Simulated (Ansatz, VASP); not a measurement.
Two plane-wave programs on Hf3Si2N

```
CELL_PARAMETERS angstrom
4.46431 0.00000 0.00000
-2.23215 3.86620 0.00000
0.00000 0.00000 5.63752
ATOMIC_POSITIONS crystal
Hf 0.66667 0.33333 0.50000
Hf 0.00000 0.00000 0.00000
Hf 0.00000 0.00000 0.50000
Si 0.33333 0.66667 0.25933
Si 0.33333 0.66667 0.74067
N 0.66667 0.33333 0.00000
```

Change from the starting cell: species swapped into the Sr2Al3Ge type (P-6m2, No. 187).

Alike in both runs: functional PBE; k mesh 6 × 6 × 2; occupations gaussian, width 0.1 eV; no spin polarisation.

Ansatz relaxed the structure, and its values are those at the end. VASP's run is a single point on that final structure, the one shown.

```csv
,VASP,Ansatz
version,VASP 6.6.1,Ansatz 0.2.0
potentials or method,"VASP PAW PBE potentials, release 64 (Hf_pv, Si, N), cutoff 520 eV","scalar-relativistic, plane waves, PAW"
valence electrons in the cell,43,91
```

Ansatz gave:

* gap on the k mesh at the Fermi level (eV): none
* pressure (GPa): 0.1

Which values does VASP return?

gap on the k mesh at the Fermi level (eV): none; pressure (GPa): -0.5.

A gap of «none» marks a metal or a gap that the smearing closes. With one functional, cell and mesh, what is left measures potentials, basis and numerics. VASP's potentials hold 43 valence electrons a cell and Ansatz's 91, so a difference there can come from the potentials and not from the codes.

The k mesh is coarse, so the values compare programs but aren't converged. Spin-orbit coupling is off throughout.
